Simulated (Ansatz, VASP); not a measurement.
## One calculation of BN, two programs

```
B N
1.0
     2.50611    0.00000    0.00000
    -1.25306    2.17036    0.00000
     1.18616    0.00000    9.88465
B N
3 3
Direct
  0.99998 0.00000 0.00036
  0.66664 0.33333 0.33369
  0.33331 0.66666 0.66703
  0.66669 0.33334 0.00054
  0.33336 0.66667 0.33387
  0.00002 0.00000 0.66721
```

Alike in both runs: task single point; functional PBE; dispersion D3(BJ); k mesh 12 × 12 × 4; occupations gaussian, width 0.02 eV; no spin polarisation.

```csv
,VASP,Ansatz
version,VASP 6.6.1,Ansatz 0.2.0
potentials or method,"VASP PAW PBE potentials, release 64 (B, N), cutoff 520 eV","scalar-relativistic, plane waves, PAW"
valence electrons in the cell,24,24
```

```csv
,VASP,Ansatz,Ansatz less VASP
gap on the k mesh at the Fermi level (eV),3.70,3.70,+0.008
least direct gap on the mesh (eV),4.21,4.21,+0.004
pressure (GPa),0.1,0.1,-0.08
"traceless stress, the component that is largest in VASP (GPa)",-0.53,-0.52,+0.005
```
